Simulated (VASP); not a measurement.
A run of VASP 6.6.1 is set up as follows.

Contents of POSCAR:

```
Ru
1.0
    2.6246253542      0.0000000000      0.0000000000
   -1.3123126771      2.2729922322      0.0000000000
    0.0000000000      0.0000000000      4.1534430000
Ru
2
Direct
    0.3333333333      0.6666666667      0.2500000000
    0.6666666667      0.3333333333      0.7500000000
```

The input INCAR.step1:

```
SYSTEM = Ru
PREC = Accurate
ENCUT = 520
ISMEAR = 0
SIGMA = 0.15
LREAL = .FALSE.
LASPH = .TRUE.
NELM = 80
NBANDS = 21
GGA = PE
ALGO = Normal
EDIFF = 1E-4
LWAVE = .TRUE.
LCHARG = .FALSE.
```

File INCAR.step2:

```
SYSTEM = Ru
PREC = Accurate
ENCUT = 520
EDIFF = 1E-7
ISMEAR = 0
SIGMA = 0.15
LREAL = .FALSE.
LASPH = .TRUE.
NELM = 80
ALGO = Normal
ISIF = 2
LWAVE = .FALSE.
LCHARG = .FALSE.
METAGGA = R2SCAN
LMIXTAU = .TRUE.
NBANDS = 21
ISTART = 1
```

KPOINTS

```
Automatic mesh
0
G
  24 24 12
  0 0 0
```

Potentials or basis: VASP PAW PBE potentials, release 64 (Ru_pv).

Launch:

```sh
$ cat potpaw_PBE.64/Ru_pv/POTCAR > POTCAR
$ cp INCAR.step1 INCAR
$ mpirun -np 1 vasp_std > vasp.out
$ cp INCAR.step2 INCAR
$ mpirun -np 1 vasp_std > vasp.out
```

Question: Estimate the band gap on the k mesh.

Answer: Zero (bands 14 and 15 overlap by 3.82 eV).

Question: Predict the pressure.

Answer: 37.7 GPa.

Stress tensor (GPa, compression positive):
```
37.71  0.00  0.00
 0.00 37.71  0.00
 0.00  0.00 37.56
```

Caveat: the cell differs from its parent crystal (strain -0.030 along x and y, -0.030 along z); the cell stands under pressure; the PAW data sets were made with another functional, which shifts forces and pressure a little.
